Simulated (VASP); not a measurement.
# Ni (Fm-3m) in VASP: single point with PBE

Aim: the single point of Ni with PBE.

All numbers are computed with VASP 6.6.1; they aren't measurements. Logs are shortened: lines on timing, memory, paths and dates and some standing lists are left out, and cuts for length are marked.

## 1. The cell of the first run

The structure is cubic, space group Fm-3m (No. 225). Conventional cell: a = 3.535 Å, b = 3.535 Å, c = 3.535 Å, α = 90.00°, β = 90.00°, γ = 90.00°. Within 3.3 Å of Ni (site symmetry m-3m) lie 12 Ni at 2.50 Å.

## 2. Single point, PBE

File INCAR:

```
SYSTEM = Ni
PREC = Accurate ; ENCUT = 520
EDIFF = 1E-7 ; ISMEAR = -1
SIGMA = 0.05 ; LREAL = .False.
LASPH = .True. ; NELM = 100
ALGO = Normal ; ISIF = 2
LWAVE = .False. ; LCHARG = .False.
GGA = PE ; NBANDS = 17
ISYM = 0
```

File KPOINTS:

```
regular mesh
0
Gamma
  8 13 10
  0 0 0
```

File POSCAR:

```
Ni
1.0
   -1.7673500000     -3.5347000000     -1.7673500000
   -1.7673500000      0.0000000000     -1.7673500000
    1.7673500000      0.0000000000     -1.7673500000
Ni
2
Direct
    0.0000000000      0.0000000000      0.0000000000
    0.5000000000      0.0000000000      0.5000000000
```

Potentials or basis: VASP PAW PBE potentials, release 64 (Ni).

The run is started by

```console
> cat potpaw_PBE.64/Ni/POTCAR > POTCAR
> mpirun -np 1 vasp_std > vasp.out
```

OUTCAR:

```text
SYSTEM = Ni
   PREC = Accurate
   ENCUT = 520
   EDIFF = 1E-7
   ISMEAR = -1
   LREAL = .False.
   LASPH = .True.
   NELM = 100
   ISIF = 2
   GGA = PE
   ISYM = 0

 ion  position               nearest neighbor table
   1  0.000  0.000  0.000-   2 2.50   2 2.50   2 2.50   2 2.50   2 2.50   2 2.50   2 2.50   2 2.50

   2  0.500  0.000  0.500-   1 2.50   1 2.50   1 2.50   1 2.50   1 2.50   1 2.50   1 2.50   1 2.50

IMPORTANT INFORMATION: All symmetrisations will be switched off!
NOSYMM: (Re-)initialisation of all symmetry stuff for point group C_1.

----------------------------------------------------------------------------------------

                                     Primitive cell

  volume of cell :      22.0815

  direct lattice vectors                    reciprocal lattice vectors
    -1.767350000 -3.534700000 -1.767350000     0.000000000 -0.282909441  0.000000000
    -1.767350000  0.000000000 -1.767350000    -0.282909441  0.282909441 -0.282909441
     1.767350000  0.000000000 -1.767350000     0.282909441  0.000000000 -0.282909441

  length of vectors
     4.329105697  2.499410339  2.499410339     0.282909441  0.490013525  0.400094368

  position of ions in fractional coordinates (direct lattice)
     0.000000000  0.000000000  0.000000000
     0.500000000  0.000000000  0.500000000

  ion indices of the primitive-cell ions
   primitive index   ion index
                 1           1
                 2           2

----------------------------------------------------------------------------------------

 KPOINTS: regular mesh

Automatic generation of k-mesh.
 Grid dimensions read from file:
 generate k-points for:    8   13   10

 Generating k-lattice:

  Cartesian coordinates                     Fractional coordinates (reciprocal lattice)
     0.000000000 -0.035363680  0.000000000     0.125000000  0.000000000  0.000000000
    -0.021762265  0.021762265 -0.021762265     0.000000000  0.076923077  0.000000000
     0.028290944  0.000000000 -0.028290944     0.000000000  0.000000000  0.100000000

  Length of vectors
     0.035363680  0.037693348  0.040009437

  Shift w.r.t. Gamma in fractional coordinates (k-lattice)
     0.000000000  0.000000000  0.000000000

 -----------------------------------------------------------------------------
|                                                                             |
|           W    W    AA    RRRRR   N    N  II  N    N   GGGG   !!!           |
|           W    W   A  A   R    R  NN   N  II  NN   N  G    G  !!!           |
|           W    W  A    A  R    R  N N  N  II  N N  N  G       !!!           |
[... 64 lines left out ...]
   LASPH  =      T    aspherical Exc in radial PAW
   ENCUT  =  520.0 eV  38.22 Ry    6.18 a.u.   8.05  4.65  4.65*2*pi/ulx,y,z
   NELM   =    100;   NELMIN=  2; NELMDL= -5     # of ELM steps
   EDIFF  = 0.1E-06   stopping-criterion for ELM
   LREAL  =      F    real-space projection
   EDIFFG = 0.1E-05   stopping-criterion for IOM
   NSW    =      0    number of steps for IOM
   IBRION =     -1    ionic relax: 0-MD 1-quasi-New 2-CG
   NFREE  =      0    steps in history (QN), initial steepest desc. (CG)
   ISIF   =      2    stress and relaxation
   ISYM   =      0    0-nonsym 1-usesym 2-fastsym
   POTIM  = 0.5000    time-step for ionic-motion
   TEBEG  =    0.0;   TEEND  =   0.0 temperature during run
   PSTRESS=    0.0 pullay stress
   NELECT =      20.0000    total number of electrons
   NUPDOWN=      -1.0000    fix difference up-down
   EMIN   =  10.00;   EMAX   =-10.00  energy-range for DOS
   EFERMI =   0.00;   METHOD = LEGACY
   ISMEAR =    -1;   SIGMA  =   0.05  broadening in eV -4-tet -1-fermi 0-gaus
   EFERMI_NEDOS =   21; number of points for ismear=-14 and -15
   IALGO  =     38    algorithm
   IMIX   =      4    mixing-type and parameters
     AMIX     =   0.40;   BMIX     =  1.00
     AMIX_MAG =   1.60;   BMIX_MAG =  1.00
  volume/ion in A,a.u.               =      11.04        74.51
  Fermi-wavevector in a.u.,A,eV,Ry     =   1.583953  2.993237 34.135750  2.508907
  Thomas-Fermi vector in A             =   2.683645
   LORBIT       =      0    0 simple, 1 ext, 2 COOP (PROOUT), +10 PAW based schemes
   GGA     = PE    functional components
   LHFCALC =     F    Hartree Fock is set to
   AEXX    =    0.0000 exact exchange contribution
   IVDW    =     0    specifies the selected vdW correction
   LEPSILON=     F    determine dielectric tensor
   LRPA    =     F    only Hartree local field effects (RPA)
 non-spin polarized calculation
  energy-cutoff  :      520.00
  volume of cell :       22.08
 maximum number of plane-waves:       613
   NGX = 17   NGY =  9   NGZ =  9

 number of electron      19.9999988 magnetization

 Free energy of the ion-electron system (eV)
  ---------------------------------------------------
  ext. energy  EPLUGINS =         0.00000000
  ---------------------------------------------------
  free energy    TOTEN  =       -10.85006444 eV

  energy without entropy =      -10.79205500  energy(sigma->0) =      -10.82105972

 E-fermi :   8.9841     XC(G=0): -13.1670

 val. band max:        8.9830718288   @ k =   0.0000   0.0000   0.2000
 cond. band min:       8.9859278715   @ k =  -0.2500   0.0000   0.3000
 fundamental gap:      0.0028560427
 Fermi energy:         8.9841107728

 k-point     1 :       0.0000    0.0000    0.0000
  band No.  band energies     occupation
      1       0.2437      2.00000
      2       4.8008      2.00000
      3       5.3809      2.00000
      4       7.1735      2.00000
      5       7.1749      2.00000
      6       7.1751      2.00000
[... 457 lines left out ...]
      4       6.8355      2.00000
      5       7.3858      2.00000
      6       7.4475      2.00000
[... 9 lines left out ...]
     16      28.2222      0.00000
     17      29.4042      0.00000

 [... further k-points ...]
[... 5 lines left out ...]
  --------------------------------------------------------------------------------------
  -------------------------------------------------------------------------------------
  Total       -0.5182440     -0.4786168     -0.5182438     -0.0016364     -0.0016363     -0.0023731
  in kB      -37.6025372    -34.7272842    -37.6025248     -0.1187342     -0.1187261     -0.1721897
  external PRESSURE =     -36.6441154 kB  Pullay stress =       0.0000000 kB

 VOLUME and BASIS-vectors are now :
 -----------------------------------------------------------------------------
  energy-cutoff  :      520.00
  volume of cell :       22.08
      direct lattice vectors                 reciprocal lattice vectors
    -1.767350000 -3.534700000 -1.767350000     0.000000000 -0.282909441  0.000000000
    -1.767350000  0.000000000 -1.767350000    -0.282909441  0.282909441 -0.282909441
     1.767350000  0.000000000 -1.767350000     0.282909441  0.000000000 -0.282909441

 POSITION                                       TOTAL-FORCE (eV/Angst)
 -----------------------------------------------------------------------------------
      0.00000      0.00000      0.00000         0.000000      0.000000     -0.000000
      0.00000     -1.76735     -1.76735        -0.000000     -0.000000      0.000000
 -----------------------------------------------------------------------------------
    total drift:                                0.000001     -0.000000     -0.000001

  FREE ENERGIE OF THE ION-ELECTRON SYSTEM (eV)
  ---------------------------------------------------
  free  energy   TOTEN  =       -10.8500644441 eV

  energy  without entropy=      -10.7920550038  energy(sigma->0) =      -10.82105972
```

It took 90 s on 1 thread of Intel Xeon Platinum 8375C at 2.90GHz (Ice Lake), shared host; peak memory 0.27 GiB.

What came out:

```
Free energy            : -10.8501 eV
Pressure               : -3.7 GPa
Band gap on the k mesh : zero (band 10 reaches 9.15 eV, above the bottom of band 11 at 8.46 eV)
```

Caveat: the run has no spin polarisation, though such a crystal can be magnetic. Spin polarisation is off, so any magnetic state and its effect on volume and gap are missing.
